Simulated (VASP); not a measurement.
A run of VASP 6.6.1:

Contents of INCAR:

```
  ALGO = Normal
  EDIFF = 1E-7
  EDIFFG = -0.04
  ENCUT = 500
  GGA = PE
  GGA_COMPAT = False
  IBRION = 2
  ISIF = 3
  ISMEAR = 0
  LASPH = True
  LCHARG = False
  LREAL = False
  LWAVE = False
  NELM = 120
  NELMIN = 4
  NSW = 90
  PREC = Accurate
  SIGMA = 0.1
```

KPOINTS

```
k-points
0
Gamma
  6 6 6
```

Contents of POSCAR:

```
Al2HCl
1.0
    1.6954982400      0.9788963700      5.5699865900
   -1.6954982400      0.9788963700      5.5699865900
    0.0000000000     -1.9577927300      5.5699865900
Al H Cl
2 1 1
Direct
    0.7613219800      0.7613219800      0.7613219800
    0.2386780200      0.2386780200      0.2386780200
    0.5000000000      0.5000000000      0.5000000000
    0.0000000000      0.0000000000      0.0000000000
```

Potentials or basis: VASP PAW PBE potentials, release 64 (Al, H, Cl).

The run is started by

```bash
$ cat potpaw_PBE.64/Al/POTCAR potpaw_PBE.64/H/POTCAR potpaw_PBE.64/Cl/POTCAR > POTCAR
$ mpirun -np 1 vasp_std > vasp.out
```

Hardware: 1 thread of Intel(R) Xeon(R) Platinum 8259CL CPU @ 2.50GHz (Skylake/Cascade Lake), on a shared host.

**Question.** Estimate the wall time of this run.

**Answer.** Wall time 6.2 min on 1 thread of Intel(R) Xeon(R) Platinum 8259CL CPU @ 2.50GHz (Skylake/Cascade Lake) (shared host), peak memory 0.35 GiB. Counts: scf iterations 100, k points 32, ion steps 10.
